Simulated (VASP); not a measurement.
Input of a VASP 6.6.1 run:

Contents of INCAR:

```
SYSTEM = TiO2
PREC = Accurate ; ENCUT = 600
EDIFF = 1E-7 ; ISMEAR = -1
SIGMA = 0.05 ; LREAL = .FALSE.
LASPH = .TRUE. ; NELM = 150
ALGO = Normal ; ISIF = 3
LWAVE = .FALSE. ; LCHARG = .FALSE.
LMAXMIX = 4 ; LDAU = .TRUE.
LDAUTYPE = 2 ; LDAUL = 2 -1
LDAUU = 5 0 ; LDAUJ = 0 0
LDAUPRINT = 1 ; GGA = PS
IBRION = 2 ; NSW = 60
EDIFFG = -0.01
```

The input KPOINTS:

```
Automatic mesh
0
G
  6 6 9
  0 0 0
```

POSCAR

```
TiO2
1.0
    4.5998373239      0.0000000000      0.0000000000
    0.0000000000      4.5998373239      0.0000000000
    0.0000000000      0.0000000000      2.9592135600
Ti O
2 4
Direct
    0.0000000000      0.0000000000      0.5000000000
    0.5000000000      0.5000000000      0.0000000000
    0.3043213200      0.3043213200      0.5000000000
    0.1956786800      0.8043213200      0.0000000000
    0.8043213200      0.1956786800      0.0000000000
    0.6956786800      0.6956786800      0.5000000000
```

Potentials or basis: VASP PAW PBE potentials, release 64 (Ti_sv, O).

Command:

```bash
$ cat potpaw_PBE.64/Ti_sv/POTCAR potpaw_PBE.64/O/POTCAR > POTCAR
$ mpirun -np 1 vasp_std > vasp.out
```

(1) What does it give for the band gap on the k mesh?

(2) Predict the relaxed volume.

Results:

(1) 2.39 eV, indirect (least direct gap 2.40 eV).

(2) 10.73 Å³/atom.

Caveat: the PAW data sets were made with another functional, which shifts forces and pressure a little.
